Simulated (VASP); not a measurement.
# PdC18 in VASP: single point with PBE

Aim: the single point of PdC18 with PBE.

Everything below comes from runs of VASP 6.6.1. Logs are shortened: lines on timing, memory, paths and dates and some standing lists are left out, and cuts for length are marked.

## 1. The cell of the first run

The cell holds a slab with vacuum, 19 atoms: a = 7.398 Å, b = 7.398 Å, c = 12.000 Å, α = 90.00°, β = 90.00°, γ = 120.00°.

## 2. Single point, PBE

INCAR

```
SYSTEM = PdC18
ALGO     = Normal         ! electronic algorithm
EDIFF    = 1E-6           ! SCF threshold, eV
ENCUT    = 520            ! plane-wave cutoff, eV
GGA      = PE             ! functional
ISIF     = 2              ! what is computed and relaxed
ISMEAR   = 0              ! smearing method
LASPH    = .TRUE.         ! aspherical terms in the spheres
LCHARG   = .TRUE.         ! write CHGCAR
LELF     = .TRUE.         ! ELF
LREAL    = Auto         
LVHAR    = .TRUE.       
LWAVE    = .FALSE.        ! write WAVECAR
NBANDS   = 56             ! bands
NELM     = 80             ! most SCF steps
PREC     = Accurate       ! precision mode
SIGMA    = 0.02           ! smearing width, eV
```

KPOINTS

```
k-points
0
G
  2 2 1
  0 0 0
```

POSCAR

```
PdC18
1.0
    7.3980000272      0.0000000157      0.0000000000
   -3.6990000000      6.4068559686      0.0000000000
    0.0000000000      0.0000000000     12.0000000000
C Pd
18 1
Direct
   -0.0019600514      0.0019600514      0.0830867111
    0.2186671143      0.1126896397      0.0841738370
   -0.0020416163      0.3354335643      0.0808011041
    0.2189669523      0.4479410490      0.0823645532
   -0.0021454728      0.6688157124      0.0806869763
    0.2193854326      0.7806145674      0.0786913026
    0.3311842876      0.0021454728      0.0806869763
    0.5529280934      0.1135220987      0.0799233476
    0.3294231900      0.3344575918      0.0891937527
    0.5537614549      0.4462385451      0.0896408686
    0.3309900459      0.6690099541      0.0787670104
    0.5520589510      0.7810330477      0.0823645532
    0.6645664357      0.0020416163      0.0808011041
    0.8861963335      0.1138036665      0.0822202658
    0.6659974081      0.3340025919      0.0819556357
    0.8864779013      0.4470719066      0.0799233476
    0.6655424082      0.6705768100      0.0891937527
    0.8873103603      0.7813328857      0.0841738370
    0.5241722813      0.4758277187      0.2613510035
```

Potentials or basis: VASP PAW PBE potentials, release 64 (C, Pd).

On the command line:

```console
cat potpaw_PBE.64/C/POTCAR potpaw_PBE.64/Pd/POTCAR > POTCAR
mpirun -np 1 vasp_std > vasp.out
```

OUTCAR:

```text
SYSTEM = PdC18
   EDIFF = 1E-6
   ENCUT = 520
   GGA = PE
   ISIF = 2
   ISMEAR = 0
   LASPH = .TRUE.
   LREAL = Auto
   NELM = 80
   PREC = Accurate

 ion  position               nearest neighbor table
   1  0.998  0.002  0.083-  18 1.41   2 1.41  14 1.43
   2  0.219  0.113  0.084-   1 1.41   9 1.42   7 1.43
   3  0.998  0.335  0.081-   4 1.42  14 1.42  16 1.43
   4  0.219  0.448  0.082-   3 1.42  11 1.42   9 1.44
   5  0.998  0.669  0.081-   6 1.42  16 1.42  18 1.43
   6  0.219  0.781  0.079-   7 1.42   5 1.42  11 1.43
   7  0.331  0.002  0.081-   6 1.42   8 1.42   2 1.43
   8  0.553  0.114  0.080-  15 1.41   7 1.42  13 1.43
   9  0.329  0.334  0.089-   2 1.42   4 1.44  10 1.44  19 2.44
  10  0.554  0.446  0.090-  17 1.44   9 1.44  15 1.44  19 2.10
  11  0.331  0.669  0.079-   4 1.42  12 1.42   6 1.43
  12  0.552  0.781  0.082-  13 1.42  11 1.42  17 1.44
  13  0.665  0.002  0.081-  12 1.42  14 1.42   8 1.43
  14  0.886  0.114  0.082-   3 1.42  13 1.42   1 1.43
  15  0.666  0.334  0.082-   8 1.41  16 1.41  10 1.44
  16  0.886  0.447  0.080-  15 1.41   5 1.42   3 1.43
  17  0.666  0.671  0.089-  18 1.42  12 1.44  10 1.44  19 2.44
  18  0.887  0.781  0.084-   1 1.41  17 1.42   5 1.43
  19  0.524  0.476  0.261-  10 2.10  17 2.44   9 2.44

  LATTYP: Found a hexagonal cell.
 ALAT       =     7.3980000272
 C/A-ratio  =     1.6220600103

  Lattice vectors:

 A1 = (   7.3980000272,   0.0000000157,   0.0000000000)
 A2 = (  -3.6990000000,   6.4068559686,   0.0000000000)
 A3 = (   0.0000000000,   0.0000000000,  12.0000000000)

Analysis of symmetry for initial positions (statically):
=====================================================================
 Subroutine PRICEL returns:
 Original cell was already a primitive cell.

 Routine SETGRP: Setting up the symmetry group for a
 hexagonal supercell.

 Subroutine GETGRP returns: Found  2 space group operations
 (whereof  2 operations were pure point group operations)
 out of a pool of 24 trial point group operations.

The static configuration has the point symmetry C_1h.

Analysis of symmetry for dynamics (positions and initial velocities):
=====================================================================
 Subroutine PRICEL returns:
 Original cell was already a primitive cell.

 Routine SETGRP: Setting up the symmetry group for a
 hexagonal supercell.

 Subroutine GETGRP returns: Found  2 space group operations
[... 120 lines left out ...]
   NFREE  =      0    steps in history (QN), initial steepest desc. (CG)
   ISIF   =      2    stress and relaxation
   ISYM   =      2    0-nonsym 1-usesym 2-fastsym
   POTIM  = 0.5000    time-step for ionic-motion
   TEBEG  =    0.0;   TEEND  =   0.0 temperature during run
   PSTRESS=    0.0 pullay stress
   NELECT =      82.0000    total number of electrons
   NUPDOWN=      -1.0000    fix difference up-down
   EMIN   =  10.00;   EMAX   =-10.00  energy-range for DOS
   EFERMI =   0.00;   METHOD = LEGACY
   ISMEAR =     0;   SIGMA  =   0.02  broadening in eV -4-tet -1-fermi 0-gaus
   EFERMI_NEDOS =   21; number of points for ismear=-14 and -15
   IALGO  =     38    algorithm
   IMIX   =      4    mixing-type and parameters
     AMIX     =   0.40;   BMIX     =  1.00
     AMIX_MAG =   1.60;   BMIX_MAG =  1.00
  volume/ion in A,a.u.               =      29.94       202.01
  Fermi-wavevector in a.u.,A,eV,Ry     =   0.858419  1.622176 10.025902  0.736883
  Thomas-Fermi vector in A             =   1.975621
   LORBIT       =      0    0 simple, 1 ext, 2 COOP (PROOUT), +10 PAW based schemes
   GGA     = PE    functional components
   LHFCALC =     F    Hartree Fock is set to
   AEXX    =    0.0000 exact exchange contribution
   IVDW    =     0    specifies the selected vdW correction
   LEPSILON=     F    determine dielectric tensor
   LRPA    =     F    only Hartree local field effects (RPA)
 non-spin polarized calculation
 Gauss-broadening in eV      SIGMA  =   0.02
  energy-cutoff  :      520.00
  volume of cell :      568.78
 maximum number of plane-waves:     15363
 NGX is ok and might be reduce to    56
   NGX = 27   NGY = 27   NGZ = 45

 number of electron      81.9999998 magnetization

 Free energy of the ion-electron system (eV)
  ---------------------------------------------------
  ext. energy  EPLUGINS =         0.00000000
  ---------------------------------------------------
  free energy    TOTEN  =      -168.24733935 eV

  energy without entropy =     -168.24733935  energy(sigma->0) =     -168.24733935

 E-fermi :  -0.9205     XC(G=0):  -4.1306

 val. band max:       -1.0102504632   @ k =   0.0000   0.0000   0.0000
 cond. band min:      -0.8326107722   @ k =   0.0000   0.0000   0.0000
 fundamental gap:      0.1776396909
 Fermi energy:        -0.9205299089

 k-point     1 :       0.0000    0.0000    0.0000
  band No.  band energies     occupation
      1     -20.6605      2.00000
      2     -18.2736      2.00000
      3     -18.0881      2.00000
      4     -18.0464      2.00000
      5     -18.0145      2.00000
      6     -18.0023      2.00000
[... 157 lines left out ...]
     52       3.9191      0.00000
     53       4.1930      0.00000
 [bands above 53 left out]

------------------------ aborting loop because EDIFF is reached ----------------------------------------

  FORCE on cell =-STRESS in cart. coord.  units (eV):
  Direction    XX          YY          ZZ          XY          YZ          ZX
  --------------------------------------------------------------------------------------
  -------------------------------------------------------------------------------------
  Total        6.0492636      2.7623060     -0.0784040     -2.8465888      0.0160142     -0.0277390
  in kB       17.0401164      7.7811150     -0.2208555     -8.0185304      0.0451103     -0.0781377
  external PRESSURE =       8.2001253 kB  Pullay stress =       0.0000000 kB

 VOLUME and BASIS-vectors are now :
 -----------------------------------------------------------------------------
  energy-cutoff  :      520.00
  volume of cell :      568.78
      direct lattice vectors                 reciprocal lattice vectors
     7.398000027  0.000000016  0.000000000     0.135171667  0.078041398  0.000000000
    -3.699000000  6.406855969  0.000000000    -0.000000000  0.156082797  0.000000000
     0.000000000  0.000000000 12.000000000     0.000000000  0.000000000  0.083333333

 POSITION                                       TOTAL-FORCE (eV/Angst)
 -----------------------------------------------------------------------------------
      7.37625      0.01256      0.99704         0.015639     -0.009029     -0.002081
      1.20086      0.72199      1.01009        -0.016235     -0.025898     -0.002082
      6.14213      2.14907      0.96961         0.005107      0.006451      0.002065
     -0.03702      2.86989      0.98837        -0.001950     -0.021810     -0.001788
      4.90818      4.28501      0.96824         0.032383      0.022898      0.005410
     -1.26448      5.00129      0.94430        -0.012752      0.007362     -0.006891
[... 11 lines left out ...]
      3.67417      5.00589      1.01009         0.014311      0.027009     -0.002082
      2.11774      3.04856      3.13621        -0.009889      0.005709      0.016598
 -----------------------------------------------------------------------------------
    total drift:                               -0.005397      0.003116      0.027822

  FREE ENERGIE OF THE ION-ELECTRON SYSTEM (eV)
  ---------------------------------------------------
  free  energy   TOTEN  =      -168.2473393548 eV

  energy  without entropy=     -168.2473393548  energy(sigma->0) =     -168.24733935
```

OSZICAR:

```text
N       E                     dE             d eps       ncg     rms          rms(c)
DAV:   1     0.654939774008E+03    0.65494E+03   -0.33377E+04   336   0.118E+03
DAV:   2    -0.808385330763E+02   -0.73578E+03   -0.70073E+03   488   0.278E+02
DAV:   3    -0.179371127474E+03   -0.98533E+02   -0.97074E+02   416   0.106E+02
[... 16 lines left out ...]
DAV:  20    -0.168247305827E+03   -0.35154E-04   -0.77598E-06   280   0.630E-03    0.174E-03
DAV:  21    -0.168247319499E+03   -0.13671E-04   -0.39393E-06   288   0.454E-03    0.194E-03
DAV:  22    -0.168247333406E+03   -0.13908E-04   -0.22518E-06   264   0.305E-03    0.129E-03
DAV:  23    -0.168247338395E+03   -0.49882E-05   -0.81833E-07   248   0.145E-03    0.508E-04
DAV:  24    -0.168247339355E+03   -0.96020E-06   -0.13881E-07   248   0.794E-04
   1 F= -.16824734E+03 E0= -.16824734E+03  d E =-.165641E-10
```

stdout:

```text
POSCAR found type information on POSCAR C Pd
 POSCAR found :  2 types and      19 ions
 scaLAPACK will be used
 LDA part: xc-table for (Slater+PW92), standard interpolation
 POSCAR, INCAR and KPOINTS ok, starting setup
 FFT: planning ... GRIDC
 FFT: planning ... GRID_SOFT
 FFT: planning ... GRID
 WAVECAR not read
 entering main loop
```

Run time: 6.2 min. Hardware: 1 thread of Intel Xeon 8259CL, shared host; peak memory 0.58 GiB.

Results:

```yaml
Free_energy: -168.2473 eV
Largest_force: 0.040 eV/Å
Band_gap_on_the_k_mesh: 0.18 eV
```

Forces on the atoms (eV/Å):
```
C    0.016 -0.009 -0.002
C   -0.016 -0.026 -0.002
C    0.005  0.006  0.002
C   -0.002 -0.022 -0.002
C    0.032  0.023  0.005
C   -0.013  0.007 -0.007
C   -0.004 -0.039  0.005
C    0.011 -0.005 -0.001
C   -0.030  0.006  0.007
C    0.008 -0.004 -0.013
C   -0.009  0.005 -0.005
C    0.018  0.013 -0.002
C   -0.003 -0.008  0.002
C   -0.011  0.006 -0.002
C    0.004 -0.002 -0.007
C    0.010 -0.007 -0.001
C   -0.020  0.023  0.007
C    0.014  0.027 -0.002
Pd  -0.010  0.006  0.017
```

Levels at points of the mesh, in eV from the valence-band top:
| k point | band 39 | band 40 | band 41 | band 42 | band 43 | band 44 |
| --- | --- | --- | --- | --- | --- | --- |
| (0.00, 0.00, 0.00) | -1.48 | -0.06 | 0.00 | 0.18 | 0.19 | 0.88 |
| (0.50, 0.00, 0.00) | -1.42 | -1.26 | -1.09 | 0.91 | 1.60 | 2.34 |
| (0.50, 0.50, 0.00) | -1.50 | -1.20 | -1.11 | 0.95 | 1.67 | 2.38 |

Caveat: the k points lie up to 0.49 Å⁻¹ apart.
